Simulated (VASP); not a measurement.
## Rh: single point with LDA

Rh:

```
Rh
1.0
     2.76692    0.00000    0.00000
    -1.38346    2.39622    0.00000
     0.00000    0.00000    4.48677
Rh
2
Cartesian
  1.3835 0.7987 3.3651
  0.0000 1.5975 1.1217
```

```json
{
  "Program": "VASP 6.6.1",
  "Task": "single point",
  "Functional": "LDA",
  "Potentials or basis": "VASP PAW LDA potentials, release 64 (Rh_pv)",
  "Cutoff": "520 eV",
  "k mesh": "12 × 12 × 7",
  "Occupations": "methfessel-paxton, width 0.1 eV",
  "Spin": "no spin polarisation"
}
```

- Pressure: -26.3 GPa
- Band gap on the k mesh: zero (band 15 reaches 10.93 eV, above the bottom of band 16 at 8.81 eV)

Stress tensor (GPa, compression positive):
```
-26.22   0.00   0.00
  0.00 -26.22   0.00
  0.00   0.00 -26.49
```

Levels at points of the mesh, in eV from the Fermi level:
| k point | band 12 | band 13 | band 14 | band 15 | band 16 | band 17 | band 18 | band 19 |
| --- | --- | --- | --- | --- | --- | --- | --- | --- |
| (0.00, 0.00, 0.00) | -2.27 | -2.27 | -1.71 | -1.71 | 0.10 | 0.10 | 0.74 | 7.76 |
| (0.50, 0.00, 0.00) | -2.04 | -1.95 | 0.36 | 0.52 | 0.62 | 2.77 | 4.70 | 9.66 |

Run time: 22 s on 1 thread of Intel(R) Xeon(R) Platinum 8488C (Sapphire Rapids) (shared host), peak memory 0.16 GiB.
